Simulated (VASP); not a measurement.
Write the native input for VASP 6.6.1 that does the following.

* Task: single point
* Functional: r2SCAN
* Potentials or basis: VASP PAW PBE potentials, release 64 (Si, C)
* Cutoff: 520 eV
* k mesh: 8 × 8 × 8
* Occupations: gaussian, width 0.01 eV
* Spin: no spin polarisation
* Dipole correction: no
* Further INCAR settings: ALGO = Normal; EDIFF = 1e-06; NBANDS = 11

SiC (3C silicon carbide):

```
CELL_PARAMETERS angstrom
0.00000 2.17815 2.17815
2.17815 0.00000 2.17815
2.17815 2.17815 0.00000
ATOMIC_POSITIONS crystal
Si 0.00000 0.00000 0.00000
C 0.25000 0.25000 0.25000
```

The input as run:

POSCAR

```
SiC
1.0
    0.0000000000      2.1781491791      2.1781491791
    2.1781491791      0.0000000000      2.1781491791
    2.1781491791      2.1781491791      0.0000000000
Si C
1 1
Direct
    0.0000000000      0.0000000000      0.0000000000
    0.2500000000      0.2500000000      0.2500000000
```

INCAR.step1

```
ALGO = Normal
EDIFF = 1E-4
ENCUT = 520
GGA = PE
ISMEAR = 0
LASPH = T
LCHARG = F
LREAL = F
LWAVE = T
NBANDS = 11
NELM = 60
PREC = Accurate
SIGMA = 0.01
```

INCAR.step2

```
ALGO = Normal
EDIFF = 1E-6
ENCUT = 520
ISIF = 2
ISMEAR = 0
ISTART = 1
LASPH = T
LCHARG = F
LMIXTAU = T
LREAL = F
LWAVE = F
METAGGA = R2SCAN
NBANDS = 11
NELM = 60
PREC = Accurate
SIGMA = 0.01
```

KPOINTS

```
k-points
0
Gamma
  8 8 8
```

Potentials or basis: VASP PAW PBE potentials, release 64 (Si, C).

Launch:

```bash
$ cat potpaw_PBE.64/Si/POTCAR potpaw_PBE.64/C/POTCAR > POTCAR
$ cp INCAR.step1 INCAR
$ mpirun -np 1 vasp_std > vasp.out
$ cp INCAR.step2 INCAR
$ mpirun -np 1 vasp_std > vasp.out
```

Results of the run:

The pressure is -0.2 GPa and the band gap on the k mesh is 1.72 eV, indirect (least direct gap 5.06 eV).

Caveat: the PAW data sets were made with another functional, which shifts forces and pressure a little.

Wall time 18 s on 1 thread of Intel Xeon 6975P-C, with other jobs on the host, peak memory 0.14 GiB.
